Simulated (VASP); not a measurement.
# ScCdC4N4 (P-43m) in VASP: a series of runs

ScCdC4N4 is run at these levels: PBE; tasks: single point.

Everything below comes from runs of VASP 6.6.1. Logs are shortened: lines on timing, memory, paths and dates and some standing lists are left out, and cuts for length are marked.

### 1 The cell of the first run

It takes space group P-43m (No. 215, cubic). The conventional cell has a = 6.491 Å, b = 6.491 Å, c = 6.491 Å, α = 90.00°, β = 90.00°, γ = 90.00°. Within 3.0 Å of Sc (site symmetry -43m) lie 4 C at 2.27 Å. Cd (site symmetry -43m) has 4 N at 2.18 Å within 2.9 Å. Within 1.6 Å of C (site symmetry 3m) lie 1 N at 1.17 Å. N (site symmetry 3m) has 1 C at 1.17 Å within 1.6 Å.

### 2 Single point, PBE

Input file INCAR:

```
PREC = Accurate ; ENCUT = 520
EDIFF = 1E-6 ; ISMEAR = 0
SIGMA = 0.1 ; LREAL = False
LASPH = True ; NELM = 80
ALGO = Normal ; ISIF = 2
LWAVE = False ; LCHARG = False
GGA = PE ; NBANDS = 40
```

Input file KPOINTS:

```
Automatic mesh
0
Gamma
  4 4 4
```

Input file POSCAR:

```
ScCdC4N4
1.0
    6.4906573615      0.0000000000      0.0000000000
    0.0000000000      6.4906573615      0.0000000000
    0.0000000000      0.0000000000      6.4906573615
Sc Cd C N
1 1 4 4
Direct
    0.0000000000      0.0000000000      0.0000000000
    0.5000000000      0.5000000000      0.5000000000
    0.2016684217      0.2016684217      0.2016684217
    0.2016684217      0.7983315783      0.7983315783
    0.7983315783      0.2016684217      0.7983315783
    0.7983315783      0.7983315783      0.2016684217
    0.3057832559      0.3057832559      0.3057832559
    0.3057832559      0.6942167441      0.6942167441
    0.6942167441      0.3057832559      0.6942167441
    0.6942167441      0.6942167441      0.3057832559
```

Potentials or basis: VASP PAW PBE potentials, release 64 (Sc_sv, Cd, C, N).

Command:

```bash
cat potpaw_PBE.64/Sc_sv/POTCAR potpaw_PBE.64/Cd/POTCAR potpaw_PBE.64/C/POTCAR potpaw_PBE.64/N/POTCAR > POTCAR
mpirun -np 1 vasp_std > vasp.out
```

OUTCAR:

```text
PREC = Accurate
   ENCUT = 520
   EDIFF = 1E-6
   ISMEAR = 0
   LREAL = False
   LASPH = True
   NELM = 80
   ISIF = 2
   GGA = PE

 ion  position               nearest neighbor table
   1  0.000  0.000  0.000-   3 2.27   4 2.27   5 2.27   6 2.27
   2  0.500  0.500  0.500-   7 2.18   8 2.18   9 2.18  10 2.18
   3  0.202  0.202  0.202-   7 1.17   1 2.27
   4  0.202  0.798  0.798-   8 1.17   1 2.27
   5  0.798  0.202  0.798-   9 1.17   1 2.27
   6  0.798  0.798  0.202-  10 1.17   1 2.27
   7  0.306  0.306  0.306-   3 1.17   2 2.18
   8  0.306  0.694  0.694-   4 1.17   2 2.18
   9  0.694  0.306  0.694-   5 1.17   2 2.18
  10  0.694  0.694  0.306-   6 1.17   2 2.18

  LATTYP: Found a simple cubic cell.
 ALAT       =     6.4906573615

  Lattice vectors:

 A1 = (   6.4906573615,   0.0000000000,   0.0000000000)
 A2 = (   0.0000000000,   6.4906573615,   0.0000000000)
 A3 = (   0.0000000000,   0.0000000000,   6.4906573615)

Analysis of symmetry for initial positions (statically):
=====================================================================
 Subroutine PRICEL returns:
 Original cell was already a primitive cell.

 Routine SETGRP: Setting up the symmetry group for a
 simple cubic supercell.

 Subroutine GETGRP returns: Found 24 space group operations
 (whereof 24 operations were pure point group operations)
 out of a pool of 48 trial point group operations.

The static configuration has the point symmetry T_d .

Analysis of symmetry for dynamics (positions and initial velocities):
=====================================================================
 Subroutine PRICEL returns:
 Original cell was already a primitive cell.

 Routine SETGRP: Setting up the symmetry group for a
 simple cubic supercell.

 Subroutine GETGRP returns: Found 24 space group operations
 (whereof 24 operations were pure point group operations)
 out of a pool of 48 trial point group operations.

The dynamic configuration has the point symmetry T_d .

 Subroutine INISYM returns: Found 24 space group operations
 (whereof 24 operations are pure point group operations),
 and found     1 'primitive' translations

----------------------------------------------------------------------------------------

                                     Primitive cell

  volume of cell :     273.4425

  direct lattice vectors                    reciprocal lattice vectors
     6.490657362  0.000000000  0.000000000     0.154067600  0.000000000  0.000000000
     0.000000000  6.490657362  0.000000000     0.000000000  0.154067600  0.000000000
     0.000000000  0.000000000  6.490657362     0.000000000  0.000000000  0.154067600

  length of vectors
     6.490657362  6.490657362  6.490657362     0.154067600  0.154067600  0.154067600

  position of ions in fractional coordinates (direct lattice)
     0.000000000  0.000000000  0.000000000
     0.500000000  0.500000000  0.500000000
     0.201668422  0.201668422  0.201668422
     0.201668422  0.798331578  0.798331578
     0.798331578  0.201668422  0.798331578
     0.798331578  0.798331578  0.201668422
     0.305783256  0.305783256  0.305783256
     0.305783256  0.694216744  0.694216744
     0.694216744  0.305783256  0.694216744
     0.694216744  0.694216744  0.305783256

  ion indices of the primitive-cell ions
   primitive index   ion index
                 1           1
                 2           2
                 3           3
                 4           4
                 5           5
                 6           6
                 7           7
                 8           8
                 9           9
                10          10

----------------------------------------------------------------------------------------

 KPOINTS: Automatic mesh

Automatic generation of k-mesh.
 Grid dimensions read from file:
 generate k-points for:    4    4    4

 Generating k-lattice:

  Cartesian coordinates                     Fractional coordinates (reciprocal lattice)
     0.038516900  0.000000000  0.000000000     0.250000000  0.000000000  0.000000000
     0.000000000  0.038516900  0.000000000     0.000000000  0.250000000  0.000000000
     0.000000000  0.000000000  0.038516900     0.000000000  0.000000000  0.250000000

  Length of vectors
     0.038516900  0.038516900  0.038516900

  Shift w.r.t. Gamma in fractional coordinates (k-lattice)
     0.000000000  0.000000000  0.000000000

 Subroutine IBZKPT returns following result:
 ===========================================

 Found     10 irreducible k-points:

 Following reciprocal coordinates:
            Coordinates               Weight
  0.000000  0.000000  0.000000      1.000000
  0.250000  0.000000  0.000000      6.000000
  0.500000  0.000000  0.000000      3.000000
  0.250000  0.250000  0.000000     12.000000
  0.500000  0.250000  0.000000     12.000000
  0.500000  0.500000  0.000000      3.000000
  0.250000  0.250000  0.250000      8.000000
  0.500000  0.250000  0.250000     12.000000
  0.500000  0.500000  0.250000      6.000000
  0.500000  0.500000  0.500000      1.000000
   k-points           NKPTS =     10   k-points in BZ     NKDIM =     10   number of bands    NBANDS=     40
   number of dos      NEDOS =    301   number of ions     NIONS =     10
   total plane-waves  NPLWV = 110592
   dimension x,y,z NGX =    48 NGY =   48 NGZ =   48
   dimension x,y,z NGXF=    96 NGYF=   96 NGZF=   96
   ions per type =               1   1   4   4
   NGX,Y,Z   is equivalent  to a cutoff of  12.29, 12.29, 12.29 a.u.
   NGXF,Y,Z  is equivalent  to a cutoff of  24.59, 24.59, 24.59 a.u.
 SYSTEM =  unknown system
   PREC   = accura    normal or accurate (medium, high low for compatibility)
   ISTART =      0    job   : 0-new  1-cont  2-samecut
   ICHARG =      2    charge: 1-file 2-atom 10-const
   ISPIN  =      1    spin polarized calculation?
   LNONCOLLINEAR =      F non collinear calculations
   LSORBIT =      F    spin-orbit coupling
   LASPH  =      T    aspherical Exc in radial PAW
   ENCUT  =  520.0 eV  38.22 Ry    6.18 a.u.  12.07 12.07 12.07*2*pi/ulx,y,z
   NELM   =     80;   NELMIN=  2; NELMDL= -5     # of ELM steps
   EDIFF  = 0.1E-05   stopping-criterion for ELM
   LREAL  =      F    real-space projection
   EDIFFG = 0.1E-04   stopping-criterion for IOM
   NSW    =      0    number of steps for IOM
   IBRION =     -1    ionic relax: 0-MD 1-quasi-New 2-CG
   NFREE  =      0    steps in history (QN), initial steepest desc. (CG)
   ISIF   =      2    stress and relaxation
   ISYM   =      2    0-nonsym 1-usesym 2-fastsym
   POTIM  = 0.5000    time-step for ionic-motion
   TEBEG  =    0.0;   TEEND  =   0.0 temperature during run
   PSTRESS=    0.0 pullay stress
   NELECT =      59.0000    total number of electrons
   NUPDOWN=      -1.0000    fix difference up-down
   EMIN   =  10.00;   EMAX   =-10.00  energy-range for DOS
   EFERMI =   0.00;   METHOD = LEGACY
   ISMEAR =     0;   SIGMA  =   0.10  broadening in eV -4-tet -1-fermi 0-gaus
   EFERMI_NEDOS =   21; number of points for ismear=-14 and -15
   IALGO  =     38    algorithm
   IMIX   =      4    mixing-type and parameters
     AMIX     =   0.40;   BMIX     =  1.00
     AMIX_MAG =   1.60;   BMIX_MAG =  1.00
  volume/ion in A,a.u.               =      27.34       184.53
  Fermi-wavevector in a.u.,A,eV,Ry     =   0.981907  1.855534 13.117927  0.964140
  Thomas-Fermi vector in A             =   2.112949
   LORBIT       =      0    0 simple, 1 ext, 2 COOP (PROOUT), +10 PAW based schemes
   GGA     = PE    functional components
   LHFCALC =     F    Hartree Fock is set to
   AEXX    =    0.0000 exact exchange contribution
   IVDW    =     0    specifies the selected vdW correction
   LEPSILON=     F    determine dielectric tensor
   LRPA    =     F    only Hartree local field effects (RPA)
 non-spin polarized calculation
 Gauss-broadening in eV      SIGMA  =   0.10
  energy-cutoff  :      520.00
  volume of cell :      273.44
 maximum number of plane-waves:      7400
   NGX = 25   NGY = 25   NGZ = 25

 number of electron      58.9999988 magnetization

 Free energy of the ion-electron system (eV)
  ---------------------------------------------------
  ext. energy  EPLUGINS =         0.00000000
  ---------------------------------------------------
  free energy    TOTEN  =       -74.61136647 eV

  energy without entropy =      -74.52817366  energy(sigma->0) =      -74.56977007

 E-fermi :   0.2120     XC(G=0):  -6.2498

 val. band max:        0.1890254861   @ k =   0.5000   0.5000   0.0000
 cond. band min:       0.2194135572   @ k =   0.5000   0.0000   0.0000
 fundamental gap:      0.0303880711
 Fermi energy:         0.2119896590

 k-point     1 :       0.0000    0.0000    0.0000
  band No.  band energies     occupation
      1     -50.4130      2.00000
      2     -29.0767      2.00000
      3     -29.0767      2.00000
      4     -29.0767      2.00000
      5     -19.3547      2.00000
      6     -19.3046      2.00000
[... 32 lines left out ...]
     39       3.6007      0.00000
     40       3.6050      0.00000

 k-point     2 :       0.2500    0.0000    0.0000
  band No.  band energies     occupation
      1     -50.4130      2.00000
      2     -29.0767      2.00000
      3     -29.0767      2.00000
      4     -29.0767      2.00000
      5     -19.3493      2.00000
      6     -19.3102      2.00000
[... 333 lines left out ...]
     39       3.5813      0.00000
     40       3.6987      0.00000

 k-point    10 :       0.5000    0.5000    0.5000
  band No.  band energies     occupation
      1     -50.4130      2.00000
      2     -29.0767      2.00000
      3     -29.0767      2.00000
      4     -29.0767      2.00000
      5     -19.3364      2.00000
      6     -19.3106      2.00000
[... 32 lines left out ...]
     39       3.5783      0.00000
     40       3.5783      0.00000

------------------------ aborting loop because EDIFF is reached ----------------------------------------

  FORCE on cell =-STRESS in cart. coord.  units (eV):
  Direction    XX          YY          ZZ          XY          YZ          ZX
  --------------------------------------------------------------------------------------
  -------------------------------------------------------------------------------------
  Total        0.9431394      0.9431394      0.9431394     -0.0000000     -0.0000000      0.0000000
  in kB        5.5261214      5.5261214      5.5261214     -0.0000000     -0.0000000      0.0000000
  external PRESSURE =       5.5261214 kB  Pullay stress =       0.0000000 kB

 VOLUME and BASIS-vectors are now :
 -----------------------------------------------------------------------------
  energy-cutoff  :      520.00
  volume of cell :      273.44
      direct lattice vectors                 reciprocal lattice vectors
     6.490657362  0.000000000  0.000000000     0.154067600  0.000000000  0.000000000
     0.000000000  6.490657362  0.000000000     0.000000000  0.154067600  0.000000000
     0.000000000  0.000000000  6.490657362     0.000000000  0.000000000  0.154067600

 POSITION                                       TOTAL-FORCE (eV/Angst)
 -----------------------------------------------------------------------------------
      0.00000      0.00000      0.00000         0.000000      0.000000     -0.000000
      3.24533      3.24533      3.24533         0.000000      0.000000      0.000000
      1.30896      1.30896      1.30896        -0.211369     -0.211369     -0.211369
      1.30896      5.18170      5.18170        -0.211369      0.211369      0.211369
      5.18170      1.30896      5.18170         0.211369     -0.211369      0.211369
      5.18170      5.18170      1.30896         0.211369      0.211369     -0.211369
      1.98473      1.98473      1.98473         0.186091      0.186091      0.186091
      1.98473      4.50592      4.50592         0.186091     -0.186091     -0.186091
      4.50592      1.98473      4.50592        -0.186091      0.186091     -0.186091
      4.50592      4.50592      1.98473        -0.186091     -0.186091      0.186091
 -----------------------------------------------------------------------------------
    total drift:                               -0.000000     -0.000000     -0.000000

  FREE ENERGIE OF THE ION-ELECTRON SYSTEM (eV)
  ---------------------------------------------------
  free  energy   TOTEN  =       -74.6113664745 eV

  energy  without entropy=      -74.5281736618  energy(sigma->0) =      -74.56977007
```

It took 1.7 min on 1 thread of Intel Xeon Platinum 8375C at 2.90GHz (Ice Lake), shared host; peak memory 0.38 GiB.

What came out:

* Free energy: -74.6114 eV
* Pressure: 0.6 GPa
* Largest force: 0.366 eV/Å
* Band gap on the k mesh: zero (an odd number of electrons rules out a gap without spin polarisation)

Forces on the atoms (eV/Å):
```
Sc   0.000  0.000  0.000
Cd   0.000  0.000  0.000
C   -0.211 -0.211 -0.211
C   -0.211  0.211  0.211
C    0.211 -0.211  0.211
C    0.211  0.211 -0.211
N    0.186  0.186  0.186
N    0.186 -0.186 -0.186
N   -0.186  0.186 -0.186
N   -0.186 -0.186  0.186
```

Caveat: an odd number of electrons without spin polarisation forces a metal; a magnetic or distorted state may lie lower.

### 3 Single point, PBE

This run uses another cell than the first one, of 22.79 Å³/atom.

Input file INCAR:

```
PREC = Accurate ; ENCUT = 520
EDIFF = 1E-6 ; ISMEAR = 0
SIGMA = 0.1 ; LREAL = False
LASPH = True ; NELM = 80
ALGO = Normal ; ISIF = 2
LWAVE = False ; LCHARG = True
GGA = PE ; LELF = True
LVHAR = True ; NBANDS = 40
```

KPOINTS is that of step 2.

Input file POSCAR:

```
ScCdC4N4
1.0
    6.1077885000      0.0000000000      0.0000000000
    0.0000000000      6.1077885000      0.0000000000
    0.0000000000      0.0000000000      6.1077885000
Sc Cd C N
1 1 4 4
Direct
    0.0000000000      0.0000000000      0.0000000000
    0.5000000000      0.5000000000      0.5000000000
    0.1911333800      0.1911333800      0.1911333800
    0.1911333800      0.8088666200      0.8088666200
    0.8088666200      0.1911333800      0.8088666200
    0.8088666200      0.8088666200      0.1911333800
    0.3017298400      0.3017298400      0.3017298400
    0.3017298400      0.6982701600      0.6982701600
    0.6982701600      0.3017298400      0.6982701600
    0.6982701600      0.6982701600      0.3017298400
```

Potentials or basis: VASP PAW PBE potentials, release 64 (Sc_sv, Cd, C, N).

Command:

```bash
cat potpaw_PBE.64/Sc_sv/POTCAR potpaw_PBE.64/Cd/POTCAR potpaw_PBE.64/C/POTCAR potpaw_PBE.64/N/POTCAR > POTCAR
mpirun -np 1 vasp_std > vasp.out
```

It took 98 s on 1 thread of Intel Xeon Platinum 8375C at 2.90GHz (Ice Lake), shared host; peak memory 0.37 GiB.

It converged, with:

```yaml
Free_energy: -72.9920 eV
Pressure: 9.4 GPa
Largest_force: 2.446 eV/Å
Band_gap_on_the_k_mesh: zero (an odd number of electrons rules out a gap without spin polarisation)
```

Forces in eV/Å, atoms in the order of the input:
```
Sc   0.000  0.000  0.000
Cd   0.000  0.000  0.000
C    1.412  1.412  1.412
C    1.412 -1.412 -1.412
C   -1.412  1.412 -1.412
C   -1.412 -1.412  1.412
N   -0.111 -0.111 -0.111
N   -0.111  0.111  0.111
N    0.111 -0.111  0.111
N    0.111  0.111 -0.111
```

Levels at points of the mesh, in eV from the Fermi level:
```csv
k point,band 27,band 28,band 29,band 30,band 31,band 32
"(0.00, 0.00, 0.00)",-4.94,-4.94,-4.94,0.08,0.08,0.28
"(0.50, 0.00, 0.00)",-5.28,-4.99,-4.99,-0.03,0.14,0.54
"(0.50, 0.50, 0.00)",-5.36,-5.00,-5.00,-0.04,0.16,0.76
"(0.50, 0.50, 0.50)",-5.05,-5.05,-5.05,0.09,0.09,0.63
```

Caveat: the cell stands under pressure; an odd number of electrons without spin polarisation forces a metal; a magnetic or distorted state may lie lower.

The gap in the log of VASP goes by the Fermi energy; the results here count the filled bands.